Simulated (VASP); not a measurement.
# BaTiO3 (P4mm) in VASP: single point with PBE

Aim: the single point of BaTiO3 with PBE.

Program: VASP 6.6.1. These are calculated values, not measurements. Logs are shortened: lines on timing, memory, paths and dates and some standing lists are left out, and cuts for length are marked.

## (1) The cell of the first run

It takes space group P4mm (No. 99, tetragonal). The conventional cell has a = 4.019 Å, b = 4.019 Å, c = 4.019 Å, α = 90.00°, β = 90.00°, γ = 90.00°. Ba (site symmetry 4mm) has 12 O at 2.84 Å and 8 Ti at 3.48 Å within 3.7 Å. Ti (site symmetry 4mm) has 6 O at 1.91 to 2.11 Å within 2.5 Å. Within 2.5 Å of O (site symmetry 4mm) lie 2 Ti at 1.91 to 2.11 Å. Within 3.0 Å of O (site symmetry 2mm) lie 2 Ti at 2.01 Å and 8 O at 2.77 to 2.91 Å and 4 Ba at 2.84 Å.

## (2) Single point, PBE (atom 3 (O) moved by (+0.000, -0.100) A along [1 1 0] and z)

Input file INCAR:

```
SYSTEM = BaTiO3
PREC     = Accurate       ! precision mode
ENCUT    = 1340           ! plane-wave cutoff, eV
EDIFF    = 1E-6           ! SCF threshold, eV
ISMEAR   = 0              ! smearing method
SIGMA    = 0.05           ! smearing width, eV
LREAL    = .False.        ! projectors in reciprocal space
LASPH    = .True.         ! aspherical terms in the spheres
NELM     = 120            ! most SCF steps
ALGO     = Normal         ! electronic algorithm
ISIF     = 2              ! what is computed and relaxed
LWAVE    = .False.        ! write WAVECAR
LCHARG   = .False.        ! write CHGCAR
GGA      = PE             ! functional
NBANDS   = 28             ! bands
GGA_COMPAT= .False.
```

Input file KPOINTS:

```
Automatic mesh
0
Gamma
  8 8 8
  0 0 0
```

Input file POSCAR:

```
BaTiO3
1.0
    4.0192318615      0.0000000000      0.0000000000
    0.0000000000      4.0192318615      0.0000000000
    0.0000000000      0.0000000000      4.0192813204
Ba Ti O
1 1 3
Direct
    0.0000000000      0.0000000000      0.0000000000
    0.5000000000      0.5000000000      0.5000000000
    0.5000000000      0.5000000000     -0.0248800699
    0.5000000000      0.0000000000      0.5000000000
    0.0000000000      0.5000000000      0.5000000000
```

Potentials or basis: VASP PAW PBE potentials, release 64 (Ba_sv, Ti_sv, O_h).

Started as:

```sh
> cat potpaw_PBE.64/Ba_sv/POTCAR potpaw_PBE.64/Ti_sv/POTCAR potpaw_PBE.64/O_h/POTCAR > POTCAR
> mpirun -np 1 vasp_std > vasp.out
```

OUTCAR:

```text
SYSTEM = BaTiO3
   PREC = Accurate
   ENCUT = 1340
   EDIFF = 1E-6
   ISMEAR = 0
   LREAL = .False.
   LASPH = .True.
   NELM = 120
   ISIF = 2
   GGA = PE

 ion  position               nearest neighbor table
   1  0.000  0.000  0.000-   4 2.84   5 2.84   4 2.84   5 2.84   5 2.84   5 2.84   4 2.84   4 2.84
                             3 2.84   3 2.84   3 2.84   3 2.84   2 3.48   2 3.48   2 3.48   2 3.48
   2  0.500  0.500  0.500-   3 1.91   4 2.01   5 2.01   4 2.01   5 2.01   3 2.11   1 3.48   1 3.48
                             1 3.48   1 3.48   1 3.48   1 3.48   1 3.48   1 3.48
   3  0.500  0.500  0.975-   2 1.91   2 2.11   1 2.84   1 2.84   1 2.84   1 2.84
   4  0.500  0.000  0.500-   2 2.01   2 2.01   1 2.84   1 2.84   1 2.84   1 2.84
   5  0.000  0.500  0.500-   2 2.01   2 2.01   1 2.84   1 2.84   1 2.84   1 2.84

  LATTYP: Found a simple tetragonal cell.
 ALAT       =     4.0192318615
 C/A-ratio  =     1.0000123056

  Lattice vectors:

 A1 = (   4.0192318615,   0.0000000000,   0.0000000000)
 A2 = (   0.0000000000,   4.0192318615,   0.0000000000)
 A3 = (   0.0000000000,   0.0000000000,   4.0192813204)

Analysis of symmetry for initial positions (statically):
=====================================================================
 Subroutine PRICEL returns:
 Original cell was already a primitive cell.

 Routine SETGRP: Setting up the symmetry group for a
 simple tetragonal supercell.

 Subroutine GETGRP returns: Found  8 space group operations
 (whereof  8 operations were pure point group operations)
 out of a pool of 16 trial point group operations.

The static configuration has the point symmetry C_4v.

Analysis of symmetry for dynamics (positions and initial velocities):
=====================================================================
 Subroutine PRICEL returns:
 Original cell was already a primitive cell.

 Routine SETGRP: Setting up the symmetry group for a
 simple tetragonal supercell.

 Subroutine GETGRP returns: Found  8 space group operations
 (whereof  8 operations were pure point group operations)
 out of a pool of 16 trial point group operations.

The dynamic configuration has the point symmetry C_4v.

 Subroutine INISYM returns: Found  8 space group operations
 (whereof  8 operations are pure point group operations),
 and found     1 'primitive' translations

----------------------------------------------------------------------------------------

                                     Primitive cell

  volume of cell :      64.9284

  direct lattice vectors                    reciprocal lattice vectors
     4.019231861  0.000000000  0.000000000     0.248803760  0.000000000  0.000000000
     0.000000000  4.019231861  0.000000000     0.000000000  0.248803760  0.000000000
     0.000000000  0.000000000  4.019281320     0.000000000  0.000000000  0.248800699

  length of vectors
     4.019231861  4.019231861  4.019281320     0.248803760  0.248803760  0.248800699

  position of ions in fractional coordinates (direct lattice)
     0.000000000  0.000000000  0.000000000
     0.500000000  0.500000000  0.500000000
     0.500000000  0.500000000  0.975119930
     0.500000000  0.000000000  0.500000000
     0.000000000  0.500000000  0.500000000

  ion indices of the primitive-cell ions
   primitive index   ion index
                 1           1
                 2           2
                 3           3
                 4           4
                 5           5

----------------------------------------------------------------------------------------

 KPOINTS: Automatic mesh

Automatic generation of k-mesh.
 Grid dimensions read from file:
 generate k-points for:    8    8    8

 Generating k-lattice:

  Cartesian coordinates                     Fractional coordinates (reciprocal lattice)
     0.031100470  0.000000000  0.000000000     0.125000000  0.000000000  0.000000000
     0.000000000  0.031100470  0.000000000     0.000000000  0.125000000  0.000000000
     0.000000000  0.000000000  0.031100087     0.000000000  0.000000000  0.125000000

  Length of vectors
     0.031100470  0.031100470  0.031100087

  Shift w.r.t. Gamma in fractional coordinates (k-lattice)
     0.000000000  0.000000000  0.000000000

 Subroutine IBZKPT returns following result:
 ===========================================

 Found     75 irreducible k-points:

 Following reciprocal coordinates:
            Coordinates               Weight
  0.000000  0.000000  0.000000      1.000000
  0.125000  0.000000  0.000000      4.000000
  0.250000  0.000000  0.000000      4.000000
  0.375000  0.000000  0.000000      4.000000
  0.500000  0.000000  0.000000      2.000000
  0.125000  0.125000  0.000000      4.000000
[... 16 lines left out ...]
  0.375000  0.125000  0.125000     16.000000
  0.500000  0.125000  0.125000      8.000000
 [... further k-points ...]
   k-points           NKPTS =     75   k-points in BZ     NKDIM =     75   number of bands    NBANDS=     28
   number of dos      NEDOS =    301   number of ions     NIONS =      5
   total plane-waves  NPLWV = 110592
   dimension x,y,z NGX =    48 NGY =   48 NGZ =   48
   dimension x,y,z NGXF=    96 NGYF=   96 NGZF=   96
   ions per type =               1   1   3
   NGX,Y,Z   is equivalent  to a cutoff of  19.85, 19.85, 19.85 a.u.
   NGXF,Y,Z  is equivalent  to a cutoff of  39.71, 39.71, 39.71 a.u.
 SYSTEM =  BaTiO3
   PREC   = accura    normal or accurate (medium, high low for compatibility)
   ISTART =      0    job   : 0-new  1-cont  2-samecut
   ICHARG =      2    charge: 1-file 2-atom 10-const
   ISPIN  =      1    spin polarized calculation?
   LNONCOLLINEAR =      F non collinear calculations
   LSORBIT =      F    spin-orbit coupling
   LASPH  =      T    aspherical Exc in radial PAW
   ENCUT  = 1340.0 eV  98.49 Ry    9.92 a.u.  12.00 12.00 12.00*2*pi/ulx,y,z
   NELM   =    120;   NELMIN=  2; NELMDL= -5     # of ELM steps
   EDIFF  = 0.1E-05   stopping-criterion for ELM
   LREAL  =      F    real-space projection
   EDIFFG = 0.1E-04   stopping-criterion for IOM
   NSW    =      0    number of steps for IOM
   IBRION =     -1    ionic relax: 0-MD 1-quasi-New 2-CG
   NFREE  =      0    steps in history (QN), initial steepest desc. (CG)
   ISIF   =      2    stress and relaxation
   ISYM   =      2    0-nonsym 1-usesym 2-fastsym
   POTIM  = 0.5000    time-step for ionic-motion
   TEBEG  =    0.0;   TEEND  =   0.0 temperature during run
   PSTRESS=    0.0 pullay stress
   NELECT =      40.0000    total number of electrons
   NUPDOWN=      -1.0000    fix difference up-down
   EMIN   =  10.00;   EMAX   =-10.00  energy-range for DOS
   EFERMI =   0.00;   METHOD = LEGACY
   ISMEAR =     0;   SIGMA  =   0.05  broadening in eV -4-tet -1-fermi 0-gaus
   EFERMI_NEDOS =   21; number of points for ismear=-14 and -15
   IALGO  =     38    algorithm
   IMIX   =      4    mixing-type and parameters
     AMIX     =   0.40;   BMIX     =  1.00
     AMIX_MAG =   1.60;   BMIX_MAG =  1.00
  volume/ion in A,a.u.               =      12.99        87.63
  Fermi-wavevector in a.u.,A,eV,Ry     =   1.392996  2.632381 26.401274  1.940439
  Thomas-Fermi vector in A             =   2.516685
   LORBIT       =      0    0 simple, 1 ext, 2 COOP (PROOUT), +10 PAW based schemes
   GGA     = PE    functional components
   LHFCALC =     F    Hartree Fock is set to
   AEXX    =    0.0000 exact exchange contribution
   IVDW    =     0    specifies the selected vdW correction
   LEPSILON=     F    determine dielectric tensor
   LRPA    =     F    only Hartree local field effects (RPA)
 non-spin polarized calculation
 Gauss-broadening in eV      SIGMA  =   0.05
  energy-cutoff  :     1340.00
  volume of cell :       64.93
 maximum number of plane-waves:      7264
 NGX is ok and might be reduce to    48
   NGX = 23   NGY = 23   NGZ = 23

 number of electron      39.9999999 magnetization

 Free energy of the ion-electron system (eV)
  ---------------------------------------------------
  ext. energy  EPLUGINS =         0.00000000
  ---------------------------------------------------
  free energy    TOTEN  =       -39.98459011 eV

  energy without entropy =      -39.98459011  energy(sigma->0) =      -39.98459011

 E-fermi :   4.3447     XC(G=0): -11.1937

 val. band max:        4.1130834335   @ k =   0.5000   0.5000   0.5000
 cond. band min:       5.8552516117   @ k =   0.0000   0.0000   0.0000
 fundamental gap:      1.7421681782
 Fermi energy:         4.3447117697

 k-point     1 :       0.0000    0.0000    0.0000
  band No.  band energies     occupation
      1     -52.5433      2.00000
      2     -28.7736      2.00000
      3     -28.7468      2.00000
      4     -28.7468      2.00000
      5     -20.7607      2.00000
      6     -12.7691      2.00000
[... 20 lines left out ...]
     27       9.1313      0.00000
     28      11.3288      0.00000

 k-point     2 :       0.1250    0.0000    0.0000
  band No.  band energies     occupation
      1     -52.5432      2.00000
      2     -28.7733      2.00000
      3     -28.7541      2.00000
      4     -28.7465      2.00000
      5     -20.7448      2.00000
      6     -12.7772      2.00000
[... 20 lines left out ...]
     27       9.4276      0.00000
     28      11.7008      0.00000

 k-point     3 :       0.2500    0.0000    0.0000
  band No.  band energies     occupation
      1     -52.5428      2.00000
      2     -28.7726      2.00000
      3     -28.7715      2.00000
      4     -28.7459      2.00000
      5     -20.7058      2.00000
      6     -12.8379      2.00000
[... 20 lines left out ...]
     27      10.2238      0.00000
     28      12.3994      0.00000

 k-point     4 :       0.3750    0.0000    0.0000
  band No.  band energies     occupation
      1     -52.5425      2.00000
      2     -28.7888      2.00000
      3     -28.7720      2.00000
      4     -28.7452      2.00000
      5     -20.6661      2.00000
      6     -12.9357      2.00000
[... 578 lines left out ...]
     27      10.6934      0.00000
     28      12.3264      0.00000

 k-point    23 :       0.3750    0.1250    0.1250
  band No.  band energies     occupation
      1     -52.5422      2.00000
      2     -28.7879      2.00000
      3     -28.7788      2.00000
      4     -28.7520      2.00000
      5     -20.6439      2.00000
      6     -12.8091      2.00000
[... 20 lines left out ...]
     27      11.5774      0.00000
     28      12.6869      0.00000

 k-point    24 :       0.5000    0.1250    0.1250
  band No.  band energies     occupation
      1     -52.5421      2.00000
      2     -28.7950      2.00000
      3     -28.7785      2.00000
      4     -28.7517      2.00000
      5     -20.6288      2.00000
      6     -12.8408      2.00000
[... 20 lines left out ...]
     27      11.9462      0.00000
     28      12.8153      0.00000

 [... further k-points ...]

------------------------ aborting loop because EDIFF is reached ----------------------------------------

  FORCE on cell =-STRESS in cart. coord.  units (eV):
  Direction    XX          YY          ZZ          XY          YZ          ZX
  --------------------------------------------------------------------------------------
  -------------------------------------------------------------------------------------
  Total        0.7715751      0.7715751      1.1912915      0.0000000     -0.0000000      0.0000000
  in kB       19.0394445     19.0394445     29.3963957      0.0000000     -0.0000000      0.0000000
  external PRESSURE =      22.4917616 kB  Pullay stress =       0.0000000 kB

 VOLUME and BASIS-vectors are now :
 -----------------------------------------------------------------------------
  energy-cutoff  :     1340.00
  volume of cell :       64.93
      direct lattice vectors                 reciprocal lattice vectors
     4.019231861  0.000000000  0.000000000     0.248803760  0.000000000  0.000000000
     0.000000000  4.019231861  0.000000000     0.000000000  0.248803760  0.000000000
     0.000000000  0.000000000  4.019281320     0.000000000  0.000000000  0.248800699

 POSITION                                       TOTAL-FORCE (eV/Angst)
 -----------------------------------------------------------------------------------
      0.00000      0.00000      0.00000         0.000000      0.000000     -0.118489
      2.00962      2.00962      2.00964        -0.000000     -0.000000      0.492532
      2.00962      2.00962      3.91928        -0.000000      0.000000      0.523589
      2.00962      0.00000      2.00964        -0.000000      0.000000     -0.448816
      0.00000      2.00962      2.00964        -0.000000      0.000000     -0.448816
 -----------------------------------------------------------------------------------
    total drift:                                0.000000      0.000000     -0.000024

  FREE ENERGIE OF THE ION-ELECTRON SYSTEM (eV)
  ---------------------------------------------------
  free  energy   TOTEN  =       -39.9845901125 eV

  energy  without entropy=      -39.9845901125  energy(sigma->0) =      -39.98459011
```

It took 3.6 min on 1 thread of Intel Xeon 6975P-C (Granite Rapids), shared host; peak memory 0.71 GiB.

What came out:

```yaml
Free_energy: -39.9846 eV
Pressure: 2.2 GPa
Largest_force: 0.524 eV/Å
Band_gap_on_the_k_mesh: 1.74 eV (least direct gap 1.95 eV)
```

Forces on the atoms (eV/Å):
```
Ba   0.000  0.000 -0.118
Ti   0.000  0.000  0.493
O    0.000  0.000  0.524
O    0.000  0.000 -0.449
O    0.000  0.000 -0.449
```

Levels at points of the mesh, in eV from the valence-band top:
```tsv
k point	band 18	band 19	band 20	band 21	band 22	band 23
(0.00, 0.00, 0.00)	-0.22	-0.20	-0.20	1.74	1.81	1.81
(0.50, 0.00, 0.00)	-1.64	-0.78	-0.76	1.93	3.44	3.45
(0.50, 0.50, 0.00)	-0.91	-0.91	-0.09	3.47	3.47	3.86
(0.00, 0.00, 0.50)	-1.88	-0.71	-0.71	1.90	3.47	3.47
(0.50, 0.00, 0.50)	-0.88	-0.88	-0.12	3.45	3.47	3.87
(0.50, 0.50, 0.50)	-0.03	-0.03	0.00	4.10	4.12	4.12
```

Caveat: the cell differs from its parent crystal (atom 3 (O) moved by (+0.000, -0.100) A along [1 1 0] and z); spin-orbit coupling is left out, which moves the levels of the heavy elements.
